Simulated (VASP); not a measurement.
# MoS2 in VASP: settings compared, part 3 of 3

VASP 6.6.1. The steps go on from the part before.

### Step 6. Relaxation of cell and atoms, BLYP+D4

This run uses another cell than the first one.

INCAR reads:

```
PREC = Accurate ; ENCUT = 600
EDIFF = 1E-6 ; ISMEAR = -1
SIGMA = 0.05 ; LREAL = False
LASPH = True ; NELM = 80
ALGO = Normal ; ISIF = 3
LWAVE = False ; LCHARG = False
GGA = B5 ; ALDAX = 1.0
AGGAX = 1.0 ; AGGAC = 1.0
ALDAC = 0.0 ; IVDW = 13
VDW_S6 = 1.0 ; VDW_S8 = 2.34076671
VDW_A1 = 0.44488865 ; VDW_A2 = 4.0933009
IBRION = 2 ; NSW = 60
EDIFFG = -0.01
```

KPOINTS reads:

```
Automatic mesh
0
Gamma
  10 10 1
```

POSCAR reads:

```
MoS2
1.0
    3.1840155185      0.0000000000      0.0000000000
   -1.5920077592      2.7574383250      0.0000000000
    0.0000000000      0.0000000000     28.3873198000
Mo S
3 6
Direct
    0.3333333333      0.6666666667      0.2281647700
    0.3333333333      0.6666666667      0.7718352300
    0.6666666667      0.3333333333      0.0000000000
    0.6666666667      0.3333333333      0.1734930900
    0.6666666667      0.3333333333      0.7171875100
    0.3333333333      0.6666666667      0.9453341200
    0.6666666667      0.3333333333      0.2828124900
    0.6666666667      0.3333333333      0.8265069100
    0.3333333333      0.6666666667      0.0546658800
```

Potentials or basis: VASP PAW PBE potentials, release 64 (Mo_sv, S).

Run with:

```sh
$ cat potpaw_PBE.64/Mo_sv/POTCAR potpaw_PBE.64/S/POTCAR > POTCAR
$ mpirun -np 1 vasp_std > vasp.out
```

OUTCAR:

```text
PREC = Accurate
   ENCUT = 600
   EDIFF = 1E-6
   ISMEAR = -1
   LREAL = False
   LASPH = True
   NELM = 80
   ISIF = 3
   GGA = B5
   IVDW = 13
   IBRION = 2
   NSW = 60
   EDIFFG = -0.01

 ion  position               nearest neighbor table
   1  0.333  0.667  0.228-   7 2.41   7 2.41   7 2.41   4 2.41   4 2.41   4 2.41
   2  0.333  0.667  0.772-   5 2.41   5 2.41   5 2.41   8 2.41   8 2.41   8 2.41
   3  0.667  0.333  0.000-   6 2.41   9 2.41   6 2.41   9 2.41   6 2.41   9 2.41
   4  0.667  0.333  0.173-   1 2.41   1 2.41   1 2.41
   5  0.667  0.333  0.717-   2 2.41   2 2.41   2 2.41
   6  0.333  0.667  0.945-   3 2.41   3 2.41   3 2.41
   7  0.667  0.333  0.283-   1 2.41   1 2.41   1 2.41
   8  0.667  0.333  0.827-   2 2.41   2 2.41   2 2.41
   9  0.333  0.667  0.055-   3 2.41   3 2.41   3 2.41

  LATTYP: Found a hexagonal cell.
 ALAT       =     3.1840155185
 C/A-ratio  =     8.9155720615

  Lattice vectors:

 A1 = (   3.1840155185,   0.0000000000,   0.0000000000)
 A2 = (  -1.5920077592,   2.7574383250,   0.0000000000)
 A3 = (   0.0000000000,   0.0000000000,  28.3873198000)

Analysis of symmetry for initial positions (statically):
=====================================================================
 Subroutine PRICEL returns:
 Original cell was already a primitive cell.

 Routine SETGRP: Setting up the symmetry group for a
 hexagonal supercell.

 Subroutine GETGRP returns: Found 12 space group operations
[... 162 lines left out ...]

 Free energy of the ion-electron system (eV)
  ---------------------------------------------------
  ext. energy  EPLUGINS =         0.00000000
  ---------------------------------------------------
  free energy    TOTEN  =       -57.85121671 eV

  energy without entropy =      -57.85121642  energy(sigma->0) =      -57.85121657

------------------------ aborting loop because EDIFF is reached ----------------------------------------

  DFT-D4 for vdW energy calculation

  Edisp (eV):   -6.57269
[... 126 lines left out ...]
  FREE ENERGIE OF THE ION-ELECTRON SYSTEM (eV)
  ---------------------------------------------------
  free  energy   TOTEN  =       -64.4560674899 eV

  energy  without entropy=      -64.4560672268  energy(sigma->0) =      -64.45606736

[... ionic steps 4 to 16 ...]

--------------------------------------- Ionic step       17  -------------------------------------------

 number of electron      77.9999999 magnetization

------------------------ aborting loop because EDIFF is reached ----------------------------------------
[... 89 lines left out ...]
--------------------------------------- Ionic step       19  -------------------------------------------

 number of electron      77.9999999 magnetization

 Free energy of the ion-electron system (eV)
  ---------------------------------------------------
  ext. energy  EPLUGINS =         0.00000000
  ---------------------------------------------------
  free energy    TOTEN  =       -57.73452947 eV

  energy without entropy =      -57.73452482  energy(sigma->0) =      -57.73452714

 E-fermi :   4.2853     XC(G=0):  -7.3889

 val. band max:        3.8598474633   @ k =   0.0000   0.0000   0.0000
 cond. band min:       4.8445316166   @ k =   0.2000   0.2000   0.0000
 fundamental gap:      0.9846841533
 Fermi energy:         4.2852623298

 k-point     1 :       0.0000    0.0000    0.0000
  band No.  band energies     occupation
      1     -57.5518      2.00000
      2     -57.5494      2.00000
      3     -57.5494      2.00000
      4     -31.7920      2.00000
      5     -31.7894      2.00000
      6     -31.7894      2.00000
[... 715 lines left out ...]
  FREE ENERGIE OF THE ION-ELECTRON SYSTEM (eV)
  ---------------------------------------------------
  free  energy   TOTEN  =       -64.5924446849 eV

  energy  without entropy=      -64.5924400395  energy(sigma->0) =      -64.59244236

 reached required accuracy - stopping structural energy minimisation
```

OSZICAR:

```text
N       E                     dE             d eps       ncg     rms          rms(c)
DAV:   1     0.782477787171E+03    0.78248E+03   -0.45502E+04  1488   0.170E+03
DAV:   2    -0.100568055293E+02   -0.79253E+03   -0.77461E+03  1600   0.397E+02
DAV:   3    -0.609239122242E+02   -0.50867E+02   -0.50095E+02  1612   0.891E+01
DAV:   4    -0.627116610315E+02   -0.17877E+01   -0.17810E+01  1684   0.159E+01
[... 290 lines left out ...]
       N       E                     dE             d eps       ncg     rms          rms(c)
DAV:   1    -0.577345369936E+02    0.36185E-03   -0.12921E-03  1288   0.207E-01    0.388E-02
DAV:   2    -0.577345369630E+02    0.30588E-07   -0.15030E-04  1472   0.621E-02    0.184E-02
DAV:   3    -0.577345298582E+02    0.71048E-05   -0.43750E-05  1396   0.316E-02    0.120E-02
DAV:   4    -0.577345294661E+02    0.39212E-06   -0.40383E-06  1212   0.106E-02
  19 F= -.64592445E+02 E0= -.64592442E+02  d E =-.329471E-05
```

CONTCAR:

```text
MoS2
   1.00000000000000
     3.1981686579235533    0.0000000000002411    0.0000000000000000
    -1.5990843289113457    2.7696953032831502   -0.0000000000000000
     0.0000000000000000    0.0000000000000000   26.4664003944855430
  Mo              S
     3     6
Direct
     0.3333333332999970    0.6666666667000030    0.2265609167174041
     0.3333333332999970    0.6666666667000030    0.7734390832825960
     0.6666666667000030    0.3333333332999970    0.0000000000000000
     0.6666666667000030    0.3333333332999970    0.1673718556740280
     0.6666666667000030    0.3333333332999970    0.7140847770763702
     0.3333333332999970    0.6666666667000030    0.9408148165895731
     0.6666666667000030    0.3333333332999970    0.2859152229236299
     0.6666666667000030    0.3333333332999970    0.8326281443259721
     0.3333333332999970    0.6666666667000030    0.0591851834104269

  0.00000000E+00  0.00000000E+00  0.00000000E+00
  0.00000000E+00  0.00000000E+00  0.00000000E+00
  0.00000000E+00  0.00000000E+00  0.00000000E+00
  0.00000000E+00  0.00000000E+00  0.00000000E+00
  0.00000000E+00  0.00000000E+00  0.00000000E+00
  0.00000000E+00  0.00000000E+00  0.00000000E+00
  0.00000000E+00  0.00000000E+00  0.00000000E+00
  0.00000000E+00  0.00000000E+00  0.00000000E+00
  0.00000000E+00  0.00000000E+00  0.00000000E+00
```

It took 77 min on 1 thread of Intel Xeon 6975P-C (Granite Rapids), shared host; peak memory 0.56 GiB.

Results:

```
Free energy                           : -64.5924 eV
Relaxed cell                          : a = 3.198 Å, b = 3.198 Å, c = 26.466 Å, α = 90.00°, β = 90.00°, γ = 120.00°
Space group after relaxing (to 0.1 Å) : P-6m2 (No. 187)
Energy gained by relaxing             : 18.7 meV/atom
Ionic steps                           : 19
Largest force after relaxing          : 0.008 eV/Å
Band gap on the k mesh                : 0.98 eV (least direct gap 1.80 eV)
Dispersion energy per atom            : -0.762 eV
```

Forces on the atoms (eV/Å):
```
Mo   0.000  0.000  0.005
Mo   0.000  0.000 -0.005
Mo   0.000  0.000  0.000
S    0.000  0.000  0.008
S    0.000  0.000 -0.003
S    0.000  0.000  0.003
S    0.000  0.000  0.003
S    0.000  0.000 -0.008
S    0.000  0.000 -0.003
```

The path:
```csv
step,energy change (eV),largest force (eV/Å),pressure (GPa),volume (Å³)
1,0.0000,0.5618,1.54,249.23
2,0.0553,0.5779,-3.25,258.95
3,-0.0322,0.1626,-0.38,252.83
4,-0.0322,0.1709,-0.34,252.75
5,-0.0465,0.1955,-0.36,251.64
6,-0.0848,0.2695,-0.36,248.30
7,-0.1287,0.4095,-0.19,241.53
8,-0.1393,0.3347,-0.27,240.64
9,-0.1600,0.1210,-0.48,238.00
10,-0.1506,0.3757,-0.81,232.76
11,-0.1646,0.1942,-0.58,236.33
12,-0.1681,0.0823,-0.05,234.69
13,-0.1682,0.0643,0.04,234.43
14,-0.1682,0.0612,0.05,234.39
15,-0.1684,0.0426,0.02,234.41
16,-0.1685,0.0268,0.00,234.44
17,-0.1685,0.0291,-0.04,234.48
18,-0.1685,0.0134,-0.01,234.46
19,-0.1685,0.0084,0.00,234.44
```

Final structure:
```
CELL_PARAMETERS angstrom
3.19817 0.00000 0.00000
-1.59908 2.76970 0.00000
0.00000 0.00000 26.46640
ATOMIC_POSITIONS crystal
Mo 0.33333 0.66667 0.22656
Mo 0.33333 0.66667 0.77344
Mo 0.66667 0.33333 0.00000
S 0.66667 0.33333 0.16737
S 0.66667 0.33333 0.71408
S 0.33333 0.66667 0.94081
S 0.66667 0.33333 0.28592
S 0.66667 0.33333 0.83263
S 0.33333 0.66667 0.05919
```

Caveat: the PAW data sets were made with another functional, which shifts forces and pressure a little.

### Step 7. Summary

| task | level | potentials or basis | cell | k mesh | cutoff (eV) | gap on the mesh (eV) | pressure (GPa) | largest force (eV/Å) |
| --- | --- | --- | --- | --- | --- | --- | --- | --- |
| single point | PBEsol | VASP PAW PBE potentials, release 64 (Mo_sv, S) | a = 3.141, b = 3.141, c = 28.014 Å, angles 90.0, 90.0, 120.0°, 9 atoms, atomic positions A | 10 × 10 × 1 | 520 | 1.25 | - | - |
| single point | r2SCAN | VASP PAW PBE potentials, release 64 (Mo_sv, S) | a = 3.184, b = 3.184, c = 28.419 Å, angles 90.0, 90.0, 120.0°, 9 atoms, atomic positions B | 10 × 10 × 1 | 520 | 1.41 | - | - |
| single point | LDA | VASP PAW LDA potentials, release 64 (Mo_sv, S) | a = 2.943, b = 2.943, c = 16.548 Å, angles 90.0, 90.0, 120.0°, 9 atoms, atomic positions C | 7 × 7 × 1 | 520 | none | 30.2 | 0.01 |
| single point | BLYP | VASP PAW PBE potentials, release 64 (Mo_sv, S) | a = 3.262, b = 3.262, c = 29.363 Å, angles 90.0, 90.0, 120.0°, 9 atoms, atomic positions D | 10 × 10 × 1 | 520 | 1.41 | 0.0 | 0.01 |
| relaxation of cell and atoms | BLYP+D4 | VASP PAW PBE potentials, release 64 (Mo_sv, S) | relaxed from a = 3.184, b = 3.184, c = 28.387 Å, angles 90.0, 90.0, 120.0°, 9 atoms, atomic positions E | 10 × 10 × 1 | 600 | 0.98 | - | 0.01 |

Alike in all rows: no spin polarisation; smearing fermi-dirac 0.05 eV.

Caveats: some runs use coarse meshes; the PAW data sets were made with another functional, which shifts forces and pressure a little (at least some runs); an odd mesh through Γ misses points on the zone boundary, where band edges can lie (at least some runs).

Total energies depend on the potentials used, so only differences within one code and one set of settings carry meaning.
